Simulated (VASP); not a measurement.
# MgS (Pa-3) in VASP: a series of runs

MgS is run at these levels: PBE; tasks: single point, relaxation of cell and atoms.

All numbers are computed with VASP 6.6.1; they aren't measurements. Logs are shortened: lines on timing, memory, paths and dates and some standing lists are left out, and cuts for length are marked.

## 1. The cell of the first run

The structure is cubic, space group Pa-3 (No. 205). The conventional cell has a = 6.982 Å, b = 6.982 Å, c = 6.982 Å, α = 90.00°, β = 90.00°, γ = 90.00°. Within 3.2 Å of Mg (site symmetry 3) lie 4 S at 2.41 to 2.52 Å. S (site symmetry 3) has 4 Mg at 2.41 to 2.52 Å within 3.2 Å.

The cell was generated, and may not be a known phase.

## 2. Single point, PBE

INCAR

```
PREC = Accurate
ENCUT = 520
EDIFF = 1E-6
ISMEAR = 0
SIGMA = 0.1
LREAL = Auto
LASPH = True
NELM = 80
ALGO = Normal
ISIF = 2
LWAVE = False
LCHARG = True
GGA = PE
LELF = True
LVHAR = True
NBANDS = 46
```

KPOINTS

```
regular mesh
0
Gamma
  4 4 4
```

POSCAR

```
MgS
1.0
    6.9820930962      0.0000000000      0.0000000000
    0.0000000000      6.9820930962      0.0000000000
    0.0000000000      0.0000000000      6.9820930962
Mg S
8 8
Direct
    0.8413111084      0.6586888916      0.3413111084
    0.1586888916      0.3413111084      0.6586888916
    0.3413111084      0.6586888916      0.1586888916
    0.8413111084      0.8413111084      0.8413111084
    0.6586888916      0.1586888916      0.3413111084
    0.6586888916      0.3413111084      0.8413111084
    0.1586888916      0.1586888916      0.1586888916
    0.3413111084      0.8413111084      0.6586888916
    0.1419924993      0.8580075007      0.3580075007
    0.6419924993      0.6419924993      0.6419924993
    0.8580075007      0.3580075007      0.1419924993
    0.3580075007      0.1419924993      0.8580075007
    0.6419924993      0.8580075007      0.1419924993
    0.8580075007      0.1419924993      0.6419924993
    0.3580075007      0.3580075007      0.3580075007
    0.1419924993      0.6419924993      0.8580075007
```

Potentials or basis: VASP PAW PBE potentials, release 64 (Mg, S).

Command:

```console
> cat potpaw_PBE.64/Mg/POTCAR potpaw_PBE.64/S/POTCAR > POTCAR
> mpirun -np 1 vasp_std > vasp.out
```

OUTCAR:

```text
PREC = Accurate
   ENCUT = 520
   EDIFF = 1E-6
   ISMEAR = 0
   LREAL = Auto
   LASPH = True
   NELM = 80
   ISIF = 2
   GGA = PE

 ion  position               nearest neighbor table
   1  0.841  0.659  0.341-  13 2.41  10 2.52  11 2.52   9 2.52
   2  0.159  0.341  0.659-  12 2.41  14 2.52  15 2.52  16 2.52
   3  0.341  0.659  0.159-   9 2.41  13 2.52  15 2.52  16 2.52
   4  0.841  0.841  0.841-  10 2.41  13 2.52  14 2.52  16 2.52
   5  0.659  0.159  0.341-  11 2.41  13 2.52  14 2.52  15 2.52
   6  0.659  0.341  0.841-  14 2.41  11 2.52  12 2.52  10 2.52
[... 8 lines left out ...]
  15  0.358  0.358  0.358-   7 2.41   3 2.52   5 2.52   2 2.52
  16  0.142  0.642  0.858-   8 2.41   3 2.52   4 2.52   2 2.52

  LATTYP: Found a simple cubic cell.
 ALAT       =     6.9820930962

  Lattice vectors:

 A1 = (   6.9820930962,   0.0000000000,   0.0000000000)
 A2 = (   0.0000000000,   6.9820930962,   0.0000000000)
 A3 = (   0.0000000000,   0.0000000000,   6.9820930962)

Analysis of symmetry for initial positions (statically):
=====================================================================
 Subroutine PRICEL returns:
 Original cell was already a primitive cell.

 Routine SETGRP: Setting up the symmetry group for a
 simple cubic supercell.

 Subroutine GETGRP returns: Found 24 space group operations
 (whereof  6 operations were pure point group operations)
 out of a pool of 48 trial point group operations.

The static configuration has the point symmetry S_6 .
 The point group associated with its full space group is T_h .

Analysis of symmetry for dynamics (positions and initial velocities):
=====================================================================
 Subroutine PRICEL returns:
 Original cell was already a primitive cell.

 Routine SETGRP: Setting up the symmetry group for a
 simple cubic supercell.

 Subroutine GETGRP returns: Found 24 space group operations
 (whereof  6 operations were pure point group operations)
 out of a pool of 48 trial point group operations.

The dynamic configuration has the point symmetry S_6 .
 The point group associated with its full space group is T_h .

 Subroutine INISYM returns: Found 24 space group operations
 (whereof  6 operations are pure point group operations),
 and found     1 'primitive' translations

----------------------------------------------------------------------------------------

                                     Primitive cell

  volume of cell :     340.3744

  direct lattice vectors                    reciprocal lattice vectors
     6.982093096  0.000000000  0.000000000     0.143223527  0.000000000  0.000000000
     0.000000000  6.982093096  0.000000000     0.000000000  0.143223527  0.000000000
     0.000000000  0.000000000  6.982093096     0.000000000  0.000000000  0.143223527

  length of vectors
     6.982093096  6.982093096  6.982093096     0.143223527  0.143223527  0.143223527

  position of ions in fractional coordinates (direct lattice)
     0.841311108  0.658688892  0.341311108
     0.158688892  0.341311108  0.658688892
     0.341311108  0.658688892  0.158688892
     0.841311108  0.841311108  0.841311108
     0.658688892  0.158688892  0.341311108
     0.658688892  0.341311108  0.841311108
[... 8 lines left out ...]
     0.358007501  0.358007501  0.358007501
     0.141992499  0.641992499  0.858007501

  ion indices of the primitive-cell ions
   primitive index   ion index
                 1           1
                 2           2
                 3           3
                 4           4
                 5           5
                 6           6
[... 8 lines left out ...]
                15          15
                16          16

----------------------------------------------------------------------------------------

 KPOINTS: regular mesh

Automatic generation of k-mesh.
 Grid dimensions read from file:
 generate k-points for:    4    4    4

 Generating k-lattice:

  Cartesian coordinates                     Fractional coordinates (reciprocal lattice)
     0.035805882  0.000000000  0.000000000     0.250000000  0.000000000  0.000000000
     0.000000000  0.035805882  0.000000000     0.000000000  0.250000000  0.000000000
     0.000000000  0.000000000  0.035805882     0.000000000  0.000000000  0.250000000

  Length of vectors
     0.035805882  0.035805882  0.035805882

  Shift w.r.t. Gamma in fractional coordinates (k-lattice)
     0.000000000  0.000000000  0.000000000

 Subroutine IBZKPT returns following result:
 ===========================================

 Found     11 irreducible k-points:

 Following reciprocal coordinates:
            Coordinates               Weight
  0.000000  0.000000  0.000000      1.000000
  0.250000  0.000000  0.000000      6.000000
  0.500000  0.000000  0.000000      3.000000
  0.250000  0.250000  0.000000     12.000000
  0.500000  0.250000  0.000000      6.000000
 -0.250000  0.500000  0.000000      6.000000
  0.500000  0.500000  0.000000      3.000000
  0.250000  0.250000  0.250000      8.000000
  0.500000  0.250000  0.250000     12.000000
  0.500000  0.500000  0.250000      6.000000
  0.500000  0.500000  0.500000      1.000000
   k-points           NKPTS =     11   k-points in BZ     NKDIM =     11   number of bands    NBANDS=     46
   number of dos      NEDOS =    301   number of ions     NIONS =     16
   total plane-waves  NPLWV = 157464
   dimension x,y,z NGX =    54 NGY =   54 NGZ =   54
   dimension x,y,z NGXF=   108 NGYF=  108 NGZF=  108
   ions per type =               8   8
   NGX,Y,Z   is equivalent  to a cutoff of  12.86, 12.86, 12.86 a.u.
   NGXF,Y,Z  is equivalent  to a cutoff of  25.72, 25.72, 25.72 a.u.
 SYSTEM =  unknown system
   PREC   = accura    normal or accurate (medium, high low for compatibility)
   ISTART =      0    job   : 0-new  1-cont  2-samecut
   ICHARG =      2    charge: 1-file 2-atom 10-const
   ISPIN  =      1    spin polarized calculation?
   LNONCOLLINEAR =      F non collinear calculations
   LSORBIT =      F    spin-orbit coupling
   LASPH  =      T    aspherical Exc in radial PAW
   ENCUT  =  520.0 eV  38.22 Ry    6.18 a.u.  12.98 12.98 12.98*2*pi/ulx,y,z
   NELM   =     80;   NELMIN=  2; NELMDL= -5     # of ELM steps
   EDIFF  = 0.1E-05   stopping-criterion for ELM
   LREAL  =      T    real-space projection
   EDIFFG = 0.1E-04   stopping-criterion for IOM
   NSW    =      0    number of steps for IOM
   IBRION =     -1    ionic relax: 0-MD 1-quasi-New 2-CG
   NFREE  =      0    steps in history (QN), initial steepest desc. (CG)
   ISIF   =      2    stress and relaxation
   ISYM   =      2    0-nonsym 1-usesym 2-fastsym
   POTIM  = 0.5000    time-step for ionic-motion
   TEBEG  =    0.0;   TEEND  =   0.0 temperature during run
   PSTRESS=    0.0 pullay stress
   NELECT =      64.0000    total number of electrons
   NUPDOWN=      -1.0000    fix difference up-down
   EMIN   =  10.00;   EMAX   =-10.00  energy-range for DOS
   EFERMI =   0.00;   METHOD = LEGACY
   ISMEAR =     0;   SIGMA  =   0.10  broadening in eV -4-tet -1-fermi 0-gaus
   EFERMI_NEDOS =   21; number of points for ismear=-14 and -15
   IALGO  =     38    algorithm
   IMIX   =      4    mixing-type and parameters
     AMIX     =   0.40;   BMIX     =  1.00
     AMIX_MAG =   1.60;   BMIX_MAG =  1.00
  volume/ion in A,a.u.               =      21.27       143.56
  Fermi-wavevector in a.u.,A,eV,Ry     =   0.937884  1.772344 11.968047  0.879627
  Thomas-Fermi vector in A             =   2.065040
   LORBIT       =      0    0 simple, 1 ext, 2 COOP (PROOUT), +10 PAW based schemes
   GGA     = PE    functional components
   LHFCALC =     F    Hartree Fock is set to
   AEXX    =    0.0000 exact exchange contribution
   IVDW    =     0    specifies the selected vdW correction
   LEPSILON=     F    determine dielectric tensor
   LRPA    =     F    only Hartree local field effects (RPA)
 non-spin polarized calculation
 Gauss-broadening in eV      SIGMA  =   0.10
  energy-cutoff  :      520.00
  volume of cell :      340.37
 maximum number of plane-waves:      9220
 NGX is ok and might be reduce to    54
   NGX = 25   NGY = 25   NGZ = 25

 number of electron      63.9999998 magnetization

 Free energy of the ion-electron system (eV)
  ---------------------------------------------------
  ext. energy  EPLUGINS =         0.00000000
  ---------------------------------------------------
  free energy    TOTEN  =       -65.85731896 eV

  energy without entropy =      -65.85731896  energy(sigma->0) =      -65.85731896

 E-fermi :   2.4764     XC(G=0):  -8.7723

 val. band max:        2.0388670190   @ k =   0.0000   0.0000   0.0000
 cond. band min:       4.4948048271   @ k =   0.0000   0.0000   0.0000
 fundamental gap:      2.4559378081
 Fermi energy:         2.4763537875

 k-point     1 :       0.0000    0.0000    0.0000
  band No.  band energies     occupation
      1      -9.7581      2.00000
      2      -8.9058      2.00000
      3      -8.9058      2.00000
      4      -8.9058      2.00000
      5      -8.8141      2.00000
      6      -8.8141      2.00000
[... 36 lines left out ...]
     43       8.1954      0.00000
     44       8.1954      0.00000

 k-point     2 :       0.2500    0.0000    0.0000
  band No.  band energies     occupation
      1      -9.6710      2.00000
      2      -9.1269      2.00000
      3      -8.8995      2.00000
      4      -8.8668      2.00000
      5      -8.8304      2.00000
      6      -8.7570      2.00000
[... 36 lines left out ...]
     43       8.1401      0.00000
     44       8.1560      0.00000

 k-point     3 :       0.5000    0.0000    0.0000
  band No.  band energies     occupation
      1      -9.4345      2.00000
      2      -9.4345      2.00000
      3      -8.8683      2.00000
      4      -8.8683      2.00000
      5      -8.7830      2.00000
      6      -8.7830      2.00000
[... 365 lines left out ...]
     43       7.9881      0.00000
     44       7.9881      0.00000

 k-point    11 :       0.5000    0.5000    0.5000
  band No.  band energies     occupation
      1      -9.0692      2.00000
      2      -9.0692      2.00000
      3      -9.0692      2.00000
      4      -9.0692      2.00000
      5      -8.8282      2.00000
      6      -8.8282      2.00000
[... 36 lines left out ...]
     43       7.3944      0.00000
     44       7.3944      0.00000
 [bands above 44 left out]

------------------------ aborting loop because EDIFF is reached ----------------------------------------

  FORCE on cell =-STRESS in cart. coord.  units (eV):
  Direction    XX          YY          ZZ          XY          YZ          ZX
  --------------------------------------------------------------------------------------
  -------------------------------------------------------------------------------------
  Total       -0.2807114     -0.2807114     -0.2807114      0.0000000      0.0000000      0.0000000
  in kB       -1.3213375     -1.3213375     -1.3213375      0.0000000      0.0000000      0.0000000
  external PRESSURE =      -1.3213375 kB  Pullay stress =       0.0000000 kB

 VOLUME and BASIS-vectors are now :
 -----------------------------------------------------------------------------
  energy-cutoff  :      520.00
  volume of cell :      340.37
      direct lattice vectors                 reciprocal lattice vectors
     6.982093096  0.000000000  0.000000000     0.143223527  0.000000000  0.000000000
     0.000000000  6.982093096  0.000000000     0.000000000  0.143223527  0.000000000
     0.000000000  0.000000000  6.982093096     0.000000000  0.000000000  0.143223527

 POSITION                                       TOTAL-FORCE (eV/Angst)
 -----------------------------------------------------------------------------------
      5.87411      4.59903      2.38307        -0.007026      0.007026     -0.007026
      1.10798      2.38307      4.59903         0.007026     -0.007026      0.007026
      2.38307      4.59903      1.10798        -0.007026      0.007026      0.007026
      5.87411      5.87411      5.87411        -0.007026     -0.007026     -0.007026
      4.59903      1.10798      2.38307         0.007026      0.007026     -0.007026
      4.59903      2.38307      5.87411         0.007026     -0.007026     -0.007026
[... 8 lines left out ...]
      2.49964      2.49964      2.49964        -0.019293     -0.019293     -0.019293
      0.99140      4.48245      5.99069         0.019293      0.019293     -0.019293
 -----------------------------------------------------------------------------------
    total drift:                                0.000000      0.000000      0.000000

  FREE ENERGIE OF THE ION-ELECTRON SYSTEM (eV)
  ---------------------------------------------------
  free  energy   TOTEN  =       -65.8573189637 eV

  energy  without entropy=      -65.8573189637  energy(sigma->0) =      -65.85731896
```

Run time: 8.4 min. Hardware: 1 thread of Intel Xeon 8259CL, shared host; peak memory 0.42 GiB.

What came out:

```
Free energy            : -65.8573 eV
Pressure               : -0.1 GPa
Largest force          : 0.033 eV/Å
Band gap on the k mesh : 2.46 eV
```

Forces on the atoms (eV/Å):
```
Mg  -0.007  0.007 -0.007
Mg   0.007 -0.007  0.007
Mg  -0.007  0.007  0.007
Mg  -0.007 -0.007 -0.007
Mg   0.007  0.007 -0.007
Mg   0.007 -0.007 -0.007
Mg   0.007  0.007  0.007
Mg  -0.007 -0.007  0.007
S    0.019 -0.019 -0.019
S    0.019  0.019  0.019
S   -0.019 -0.019  0.019
S   -0.019  0.019 -0.019
S    0.019 -0.019  0.019
S   -0.019  0.019  0.019
S   -0.019 -0.019 -0.019
S    0.019  0.019 -0.019
```

[end of part 1 of 2]
